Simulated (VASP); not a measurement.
Set up this calculation in VASP 6.6.1, as the native input.

```
Task                   : single point
Functional             : LDA
Potentials or basis    : VASP PAW LDA potentials, release 64 (Al)
Cutoff                 : 520 eV
k mesh                 : 20 × 20 × 20
Occupations            : gaussian, width 0.15 eV
Spin                   : no spin polarisation
Dipole correction      : no
Further INCAR settings : ALGO = Fast; EDIFF = 1e-06; NBANDS = 8
```

The structure of Al lies in POSCAR:

```
Al
1.0
    0.0000000000      2.0239800000      1.9733805000
    2.0239800000      0.0000000000      1.9733805000
    2.0239800000      2.0239800000      0.0000000000
Al
1
Direct
    0.0000000000      0.0000000000      0.0000000000
```

This cell differs from its parent crystal: strain +0.000 along x and y, -0.025 along z.

The input as run:

INCAR

```
PREC = Accurate ; ENCUT = 520
EDIFF = 1E-6 ; ISMEAR = 0
SIGMA = 0.15 ; LREAL = False
LASPH = True ; NELM = 100
ALGO = Fast ; ISIF = 2
LWAVE = False ; LCHARG = False
NBANDS = 8
```

KPOINTS

```
Automatic mesh
0
Gamma
  20 20 20
```

Potentials or basis: VASP PAW LDA potentials, release 64 (Al).

Command:

```sh
$ cat potpaw_LDA.64/Al/POTCAR > POTCAR
$ mpirun -np 1 vasp_std > vasp.out
```

Results of the run:

| Property | Result |
| --- | --- |
| Pressure | -1.7 GPa |

Caveat: the cell differs from its parent crystal (strain +0.000 along x and y, -0.025 along z).

It took 31 s on 1 thread of Intel(R) Xeon(R) Platinum 8488C (Sapphire Rapids), on a shared host, peak memory 0.18 GiB.
